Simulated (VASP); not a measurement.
FeO2:

```xyz
6
Lattice="4.6220 0.0000 0.0000 0.0000 4.6220 0.0000 0.0000 0.0000 3.0383" Properties=species:S:1:pos:R:3 pbc="T T T"
Fe    0.0000    0.0000    0.0000
Fe    2.3110    2.3110    1.5191
O     1.4051    1.4051    0.0000
O     3.2169    3.2169    0.0000
O     3.7161    0.9059    1.5191
O     0.9059    3.7161    1.5191
```

Base run:

| Property | Result |
| --- | --- |
| Program | VASP 6.6.1 |
| Functional | PBEsol |
| Potentials or basis | VASP PAW PBE potentials, release 64 (Fe, O) |
| Cutoff | 600 eV |
| k mesh | 4 × 4 × 6 |
| Occupations | fermi-dirac, width 0.1 eV |
| Spin | collinear spin, ferromagnetic start |
| Starting moments | [3.8, 3.8, 0.0, 0.0, 0.0, 0.0] μB |
| Hubbard terms | Fe d U = 6.02 eV |

Its results: pressure -13.5 GPa; net moment 8.27 μB per cell; site moments Fe +4.19; O -0.03 μB; largest force 0.436 eV/Å.

Q: The run is repeated on the same cell with these changes: dispersion from none to D4. What comes out?

A: Pressure -15.3 GPa; net moment 8.27 μB per cell; site moments Fe +4.19; O -0.03 μB; largest force 0.439 eV/Å.

Dispersion adds attraction, which lowers the pressure at fixed volume and, as a term added to the energy, leaves the levels alone.

Caveats: the cell stands under tension; the PAW data sets were made with another functional, which shifts forces and pressure a little; the run started ferromagnetic, and an antiferromagnetic order may lie lower in energy.
